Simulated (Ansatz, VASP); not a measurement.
**One calculation of Au, two programs**

```
CELL_PARAMETERS angstrom
0.00000 2.00972 2.00972
2.00972 0.00000 2.00972
2.00972 2.00972 0.00000
ATOMIC_POSITIONS crystal
Au 0.00000 0.00000 0.00000
```

Alike in both runs: task single point; functional PBE; dispersion D3(BJ); k mesh 18 × 18 × 18; occupations gaussian, width 0.1 eV; no spin polarisation.

|  | VASP | Ansatz |
| --- | --- | --- |
| version | VASP 6.6.1 | Ansatz 0.2.0 |
| potentials or method | VASP PAW PBE potentials, release 64 (Au), cutoff 520 eV | scalar-relativistic, plane waves, PAW |
| valence electrons in the cell | 11 | 19 |

|  | VASP | Ansatz | Ansatz less VASP |
| --- | --- | --- | --- |
| gap on the k mesh at the Fermi level (eV) | none | none | - |
| pressure (GPa) | 11.7 | 12.1 | +0.37 |

A gap of «none» marks a metal or a gap that the smearing closes. VASP's potentials hold 11 valence electrons a cell and Ansatz's 19, so a difference there can come from the potentials and not from the codes.

Neither program's run includes spin-orbit coupling.
